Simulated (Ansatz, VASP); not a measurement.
Two plane-wave programs on P

The input INCAR:

```
SYSTEM = P
  PREC = Accurate
  ENCUT = 520
  EDIFF = 1E-7
  ISMEAR = 0
  SIGMA = 0.05
  LREAL = .False.
  LASPH = .True.
  NELM = 80
  ALGO = Normal
  ISIF = 2
  LWAVE = .False.
  LCHARG = .False.
  LDIPOL = .True.
  IDIPOL = 3
  DIPOL = 0.5 0.5 0.385
  GGA = PE
  IVDW = 12
  NBANDS = 30
```

The input KPOINTS:

```
regular mesh
0
Gamma
  8 6 1
  0 0 0
```

POSCAR

```
P
1.0
    3.2961869271      0.0000000000      0.0000000000
    0.0000000000      4.4391555608      0.0000000000
    0.0000000000      0.0000000000     21.7461973993
P
8
Direct
    0.5000000000      0.9174951521      0.2069327302
    0.0000000000      0.5825048479      0.2069327302
    0.5000000000      0.0825048479      0.3045635326
    0.0000000000      0.4174951521      0.3045635326
    1.0000000000      0.5825048479      0.4645915106
    0.5000000000      0.2475145437      0.4645915106
    1.0000000000     -0.2524854563      0.5622223129
    0.5000000000      0.0825048479      0.5622223129
```

Input for Ansatz:

```yaml
crystal:
  lattice:
    - [3.2961869271, 0.0, 0.0]
    - [0.0, 4.4391555608, 0.0]
    - [0.0, 0.0, 21.7461973993]
  atoms:
    - { symbol: P, position: [0.5, 0.9174951521, 0.2069327302] }
    - { symbol: P, position: [0.0, 0.5825048479, 0.2069327302] }
    - { symbol: P, position: [0.5, 0.0825048479, 0.3045635326] }
    - { symbol: P, position: [0.0, 0.4174951521, 0.3045635326] }
    - { symbol: P, position: [1.0, 0.5825048479, 0.4645915106] }
    - { symbol: P, position: [0.5, 0.2475145437, 0.4645915106] }
    - { symbol: P, position: [1.0, -0.2524854563, 0.5622223129] }
    - { symbol: P, position: [0.5, 0.0825048479, 0.5622223129] }
basis:
  ecutwfc: 420
kpoints:
  mp_grid: { grid: [8, 6, 1] }
hamiltonian:
  xc: pbe
  dispersion: d3bj
scf:
  occupations: { method: gaussian, width: 0.05 }
output:
  forces: true
  eigenvalues: true
efield:
  axis: 3
  dipole_correction: true
  ramp_width: 0.04
```

Alike in both runs: task single point; functional PBE; dispersion D3(BJ); k mesh 8 × 6 × 1; occupations gaussian, width 0.05 eV; no spin polarisation.

|  | VASP | Ansatz |
| --- | --- | --- |
| version | VASP 6.6.1 | Ansatz 0.2.0 |
| potentials or method | VASP PAW PBE potentials, release 64 (P), cutoff 520 eV | scalar-relativistic, plane waves, PAW |
| valence electrons in the cell | 40 | 40 |

Ansatz gave:

- gap on the k mesh at the Fermi level (eV): 0.42
- least direct gap on the mesh (eV): 0.44
- rms of the force components (eV/Å): 0.050

Task: What did VASP give for the same quantities?

Result: gap on the k mesh at the Fermi level (eV): 0.43; least direct gap on the mesh (eV): 0.45; rms of the force components (eV/Å): 0.042.

Atom by atom the forces differ by 0.031 eV/Å (rms over components).
